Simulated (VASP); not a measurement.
# TiO2 (Fm-3m) in VASP: further runs

TiO2 is run at these levels: PBE, r2SCAN; tasks: G0W0 quasiparticle levels.

All numbers are computed with VASP 6.6.1; they aren't measurements. Logs are shortened: lines on timing, memory, paths and dates and some standing lists are left out, and cuts for length are marked.

## (1) The cell of the first run

The structure is cubic, space group Fm-3m (No. 225). Conventional cell: a = 4.794 Å, b = 4.794 Å, c = 4.794 Å, α = 90.00°, β = 90.00°, γ = 90.00°. Ti (site symmetry m-3m) has 8 O at 2.08 Å within 2.7 Å. O (site symmetry -43m) has 4 Ti at 2.08 Å and 6 O at 2.40 Å within 2.7 Å.

## (2) G0W0 quasiparticle levels, PBE

The input, POSCAR:

```
TiO2
1.0
    0.0000000000      2.3968272558      2.3968272558
    2.3968272558      0.0000000000      2.3968272558
    2.3968272558      2.3968272558      0.0000000000
Ti O
1 2
Direct
    0.0000000000      0.0000000000      0.0000000000
    0.2500000000      0.2500000000      0.2500000000
    0.7500000000      0.7500000000      0.7500000000
```

The input, INCAR.step1:

```
SYSTEM = TiO2
PREC = Accurate
ENCUT = 500
EDIFF = 1E-8
ISMEAR = 0
SIGMA = 0.01
LREAL = .False.
LASPH = .True.
NELM = 100
ALGO = Normal
LWAVE = .True.
LCHARG = .False.
GGA = PE
```

The input, INCAR.step2:

```
SYSTEM = TiO2
PREC = Accurate
ENCUT = 500
EDIFF = 1E-8
ISMEAR = 0
SIGMA = 0.01
LREAL = .False.
LASPH = .True.
NELM = 1
ALGO = Exact
LWAVE = .True.
LCHARG = .False.
GGA = PE
NBANDS = 56
LOPTICS = .True.
ISTART = 1
```

The input, INCAR.step3:

```
SYSTEM = TiO2
PREC = Accurate
ENCUT = 500
EDIFF = 1E-8
ISMEAR = 0
SIGMA = 0.01
LREAL = .False.
LASPH = .True.
ALGO = EVGW0
LWAVE = .False.
LCHARG = .False.
GGA = PE
NELMGW = 1
NBANDS = 56
ENCUTGW = 80.0
NOMEGA = 96
PRECFOCK = Fast
ISTART = 1
NBANDSGW = 20
OMEGAMAX = 30
```

The input, KPOINTS:

```
regular mesh
0
Gamma
  4 4 4
  0 0 0
```

Potentials or basis: VASP PAW PBE potentials, release 64 (Ti_sv_GW, O_GW).

The run is started by

```
$ cat potpaw_PBE.64/Ti_sv_GW/POTCAR potpaw_PBE.64/O_GW/POTCAR > POTCAR
$ cp INCAR.step1 INCAR
$ mpirun -np 1 vasp_std > vasp.out
$ cp INCAR.step2 INCAR
$ mpirun -np 1 vasp_std > vasp.out
$ cp INCAR.step3 INCAR
$ mpirun -np 1 vasp_std > vasp.out
```

OUTCAR:

```text
SYSTEM = TiO2
   PREC = Accurate
   ENCUT = 500
   EDIFF = 1E-8
   ISMEAR = 0
   LREAL = .False.
   LASPH = .True.
   GGA = PE
   NELMGW = 1
   ENCUTGW = 80.0
   PRECFOCK = Fast
   ISTART = 1

 ion  position               nearest neighbor table
   1  0.000  0.000  0.000-   3 2.08   3 2.08   3 2.08   2 2.08   3 2.08   2 2.08   2 2.08   2 2.08

   2  0.250  0.250  0.250-   1 2.08   1 2.08   1 2.08   1 2.08
   3  0.750  0.750  0.750-   1 2.08   1 2.08   1 2.08   1 2.08

  LATTYP: Found a face centered cubic cell.
 ALAT       =     4.7936545116

  Lattice vectors:

 A1 = (   0.0000000000,   2.3968272558,   2.3968272558)
 A2 = (   2.3968272558,   0.0000000000,   2.3968272558)
 A3 = (   2.3968272558,   2.3968272558,   0.0000000000)

Analysis of symmetry for initial positions (statically):
=====================================================================
 Subroutine PRICEL returns:
 Original cell was already a primitive cell.

 Routine SETGRP: Setting up the symmetry group for a
 face centered cubic supercell.

 Subroutine GETGRP returns: Found 48 space group operations
 (whereof 48 operations were pure point group operations)
 out of a pool of 48 trial point group operations.

The static configuration has the point symmetry O_h .

Analysis of symmetry for dynamics (positions and initial velocities):
=====================================================================
 Subroutine PRICEL returns:
 Original cell was already a primitive cell.

 Routine SETGRP: Setting up the symmetry group for a
 face centered cubic supercell.

 Subroutine GETGRP returns: Found 48 space group operations
 (whereof 48 operations were pure point group operations)
 out of a pool of 48 trial point group operations.

The dynamic configuration has the point symmetry O_h .

 Subroutine INISYM returns: Found 48 space group operations
 (whereof 48 operations are pure point group operations),
 and found     1 'primitive' translations

----------------------------------------------------------------------------------------

                                     Primitive cell

  volume of cell :      27.5385

  direct lattice vectors                    reciprocal lattice vectors
     0.000000000  2.396827256  2.396827256    -0.208609110  0.208609110  0.208609110
     2.396827256  0.000000000  2.396827256     0.208609110 -0.208609110  0.208609110
     2.396827256  2.396827256  0.000000000     0.208609110  0.208609110 -0.208609110

  length of vectors
     3.389625612  3.389625612  3.389625612     0.361321577  0.361321577  0.361321577

  position of ions in fractional coordinates (direct lattice)
     0.000000000  0.000000000  0.000000000
     0.250000000  0.250000000  0.250000000
     0.750000000  0.750000000  0.750000000

  ion indices of the primitive-cell ions
   primitive index   ion index
                 1           1
                 2           2
                 3           3

----------------------------------------------------------------------------------------

 KPOINTS: regular mesh

Automatic generation of k-mesh.
 Grid dimensions read from file:
 generate k-points for:    4    4    4

 Generating k-lattice:

  Cartesian coordinates                     Fractional coordinates (reciprocal lattice)
    -0.052152277  0.052152277  0.052152277     0.250000000  0.000000000  0.000000000
     0.052152277 -0.052152277  0.052152277     0.000000000  0.250000000  0.000000000
     0.052152277  0.052152277 -0.052152277     0.000000000  0.000000000  0.250000000

  Length of vectors
     0.090330394  0.090330394  0.090330394

  Shift w.r.t. Gamma in fractional coordinates (k-lattice)
     0.000000000  0.000000000  0.000000000

 Subroutine IBZKPT returns following result:
 ===========================================

 Found      8 irreducible k-points:

 Following reciprocal coordinates:
            Coordinates               Weight
  0.000000  0.000000  0.000000      1.000000
  0.250000  0.000000  0.000000      8.000000
  0.500000  0.000000  0.000000      4.000000
  0.250000  0.250000  0.000000      6.000000
  0.500000  0.250000  0.000000     24.000000
 -0.250000  0.250000  0.000000     12.000000
  0.500000  0.500000  0.000000      3.000000
 -0.250000  0.500000  0.250000      6.000000
   k-points           NKPTS =      8   k-points in BZ     NKDIM =     64   number of bands    NBANDS=     56
   number of dos      NEDOS =    301   number of ions     NIONS =      3
   total plane-waves  NPLWV =  21952
   dimension x,y,z NGX =    28 NGY =   28 NGZ =   28
   dimension x,y,z NGXF=    56 NGYF=   56 NGZF=   56
   ions per type =               1   2
   NGX,Y,Z   is equivalent  to a cutoff of  13.73, 13.73, 13.73 a.u.
   NGXF,Y,Z  is equivalent  to a cutoff of  27.47, 27.47, 27.47 a.u.
 SYSTEM =  TiO2
   PREC   = accura    normal or accurate (medium, high low for compatibility)
   ISTART =      1    job   : 0-new  1-cont  2-samecut
   ICHARG =      0    charge: 1-file 2-atom 10-const
   ISPIN  =      1    spin polarized calculation?
   LNONCOLLINEAR =      F non collinear calculations
   LSORBIT =      F    spin-orbit coupling
   LASPH  =      T    aspherical Exc in radial PAW
   ENCUT  =  500.0 eV  36.75 Ry    6.06 a.u.   6.18  6.18  6.18*2*pi/ulx,y,z
   NELM   =     60;   NELMIN=  2; NELMDL=  0     # of ELM steps
   EDIFF  = 0.1E-07   stopping-criterion for ELM
   LREAL  =      F    real-space projection
   EDIFFG = 0.1E-06   stopping-criterion for IOM
   NSW    =      0    number of steps for IOM
   IBRION =     -1    ionic relax: 0-MD 1-quasi-New 2-CG
   NFREE  =      0    steps in history (QN), initial steepest desc. (CG)
   ISIF   =      0    stress and relaxation
   ISYM   =      3    0-nonsym 1-usesym 2-fastsym
   POTIM  = 0.5000    time-step for ionic-motion
   TEBEG  =    0.0;   TEEND  =   0.0 temperature during run
   PSTRESS=    0.0 pullay stress
   NELECT =      24.0000    total number of electrons
   NUPDOWN=      -1.0000    fix difference up-down
   EMIN   =  10.00;   EMAX   =-10.00  energy-range for DOS
   EFERMI =   0.00;   METHOD = LEGACY
   ISMEAR =     0;   SIGMA  =   0.01  broadening in eV -4-tet -1-fermi 0-gaus
   EFERMI_NEDOS =   21; number of points for ismear=-14 and -15
   IALGO  =     38    algorithm
   IMIX   =      4    mixing-type and parameters
     AMIX     =   0.40;   BMIX     =  1.00
     AMIX_MAG =   1.60;   BMIX_MAG =  1.00
  volume/ion in A,a.u.               =       9.18        61.95
  Fermi-wavevector in a.u.,A,eV,Ry     =   1.563742  2.955044 33.270189  2.445290
  Thomas-Fermi vector in A             =   2.666469
   LORBIT       =      0    0 simple, 1 ext, 2 COOP (PROOUT), +10 PAW based schemes
   GGA     = PE    functional components
   LHFCALC =     T    Hartree Fock is set to
   PRECFOCK=fast      Normal, Fast or Accurate (Low or Medium for compatibility)
   ENCUT4O =  -1.0   cutoff for four orbital integrals eV
   NKREDX  =     1    reduce k-point grid by
   NKREDY  =     1    reduce k-point grid by
   NKREDZ  =     1    reduce k-point grid by
   AEXX    =    1.0000 exact exchange contribution
   HFSCREEN=    0.0000 screening length (either q_TF or 0.3 A-1)
   HFSCREENC=   0.0000 screening length for correlation (either q_TF or 0.3 A-1)
   ENCUTFOCK=  -1.0 apply spherical cutoff to Coloumb kernel
   IVDW    =     0    specifies the selected vdW correction
   LEPSILON=     F    determine dielectric tensor
   LRPA    =     F    only Hartree local field effects (RPA)
   LRPAFORCE           =     F    calculate RPA forces
   ENCUTGW             =  80.0    cutoff for response function in eV
   ENCUTGWSOFT         =  64.0    soft cutoff for Coulomb kernel in GW response function in eV
   ENCUTLF             =  -1.0    cutoff for local field effects
   NELMGW              =     1    number of iterations in solving QP/BSE equation
   NELMHF              =     1    number of iterations in the inner HF iteration
   NKREDLFX            =     1    NKREDLFY  =   1   NKREDLFZ  =   1
 non-spin polarized calculation
 Gauss-broadening in eV      SIGMA  =   0.01
  energy-cutoff  :      500.00
  volume of cell :       27.54
 maximum number of plane-waves:       725
 NGX is ok and might be reduce to    28
  NGX = 14; NGY = 14; NGZ = 14
   NGX = 13   NGY = 13   NGZ = 13
 maximum number of plane-waves:        59
 NGX is ok and might be reduce to    10

 QP shifts <psi_nk| G(iteration)W_0 |psi_nk>: iteration 1
 for sc-GW calculations column KS-energies equals QP-energies in previous step
 and V_xc(KS)=  KS-energies - (<T + V_ion + V_H > + <T+V_H+V_ion>^1  + <V_x>^1)

 k-point   1 :       0.0000    0.0000    0.0000
  band No.  KS-energies  QP-energies   sigma(KS)   V_xc(KS)     V^pw_x(r,r')   Z            occupation Imag(sigma)

      1     -50.3638     -52.1435     -28.0580     -24.9370     -41.6328       0.5702       2.0000       0.9089
      2     -26.4532     -27.0434     -25.1863     -24.2290     -34.5768       0.6165       2.0000       0.4889
      3     -26.4532     -27.0434     -25.1863     -24.2290     -34.5768       0.6165       2.0000       0.4889
      4     -26.4532     -27.0434     -25.1863     -24.2290     -34.5768       0.6165       2.0000       0.4889
      5     -12.3776     -13.1642     -19.9860     -18.7116     -30.6069       0.6172       2.0000       1.1747
      6      -8.5454      -9.9294     -22.8959     -20.9987     -32.1672       0.7295       2.0000       0.9571
[... 12 lines left out ...]
     19      21.5902      22.1986     -10.2789     -11.0223      -4.8397       0.8184       0.0000      -0.3924
     20      21.5902      22.1986     -10.2789     -11.0223      -4.8397       0.8184       0.0000      -0.3924

 k-point   2 :       0.2500    0.0000    0.0000
  band No.  KS-energies  QP-energies   sigma(KS)   V_xc(KS)     V^pw_x(r,r')   Z            occupation Imag(sigma)

      1     -50.3519     -52.1289     -28.0585     -24.9493     -41.6387       0.5716       2.0000       0.9020
      2     -26.5840     -27.1713     -25.0239     -24.0590     -34.5375       0.6087       2.0000       0.5582
      3     -26.4685     -27.0596     -25.1701     -24.2107     -34.5765       0.6161       2.0000       0.4970
      4     -26.4685     -27.0596     -25.1701     -24.2107     -34.5765       0.6161       2.0000       0.4970
      5     -11.7060     -12.5919     -20.5747     -19.1460     -30.8276       0.6200       2.0000       1.0716
      6      -9.2608     -10.4826     -22.3097     -20.5142     -31.7696       0.6805       2.0000       0.9891
[... 12 lines left out ...]
     19      21.3378      22.0843     -12.1653     -13.1107      -6.3539       0.7896       0.0000      -0.4684
     20      23.4631      24.3630     -10.7946     -11.8168      -5.0606       0.8804       0.0000      -0.7555
[... 102 lines left out ...]
      3     -26.5295     -27.1312     -25.1143     -24.1347     -34.5697       0.6142       2.0000       0.5382
      4     -26.5295     -27.1312     -25.1143     -24.1347     -34.5697       0.6142       2.0000       0.5382
      5     -10.3805     -11.3981     -21.8211     -20.2244     -31.4915       0.6373       2.0000       0.8453
      6     -10.1027     -11.1532     -21.7027     -20.0538     -31.5003       0.6371       2.0000       1.0230
[... 12 lines left out ...]
     19      21.5209      22.2199     -12.2904     -13.1461      -6.5527       0.8169       0.0000      -0.4818
     20      23.5561      24.9763     -14.3100     -16.0925      -7.9993       0.7968       0.0000      -0.7102

 k-point   8 :      -0.2500    0.5000    0.2500
  band No.  KS-energies  QP-energies   sigma(KS)   V_xc(KS)     V^pw_x(r,r')   Z            occupation Imag(sigma)

      1     -50.3324     -52.1259     -28.0591     -24.9704     -41.6482       0.5807       2.0000       0.8916
      2     -26.6263     -27.2128     -24.9731     -24.0127     -34.5330       0.6108       2.0000       0.5836
      3     -26.6263     -27.2128     -24.9731     -24.0127     -34.5330       0.6108       2.0000       0.5836
      4     -26.5307     -27.1292     -25.1069     -24.1318     -34.5641       0.6139       2.0000       0.5382
      5     -10.2524     -11.3037     -21.7554     -20.1350     -31.4888       0.6487       2.0000       0.9315
      6     -10.2524     -11.3037     -21.7554     -20.1350     -31.4888       0.6487       2.0000       0.9315
[... 12 lines left out ...]
     19      23.4093      24.9508     -13.7657     -15.5098      -7.6230       0.8839       0.0000      -0.7789
     20      23.9380      24.9019     -12.8586     -14.0247      -6.6111       0.8266       0.0000      -0.9059
```

Wall time 53 s (1 thread of Intel Xeon 6975P-C (Granite Rapids), shared host); peak memory 0.24 GiB.

What came out:

| Quantity | Value |
| --- | --- |
| Quasiparticle gap | 2.31 eV |
| Least direct quasiparticle gap | 2.98 eV |
| Band gap of the starting levels on the mesh | 1.14 eV |
| Least direct gap of the starting levels on the mesh | 1.85 eV |

Caveat: the k points lie up to 0.57 Å⁻¹ apart; bands, screening cutoff and mesh are small and nothing is extrapolated, so the quasiparticle values aren't converged; the structure was generated, so it needn't be the stable form of TiO2.

[end of part 1 of 2]
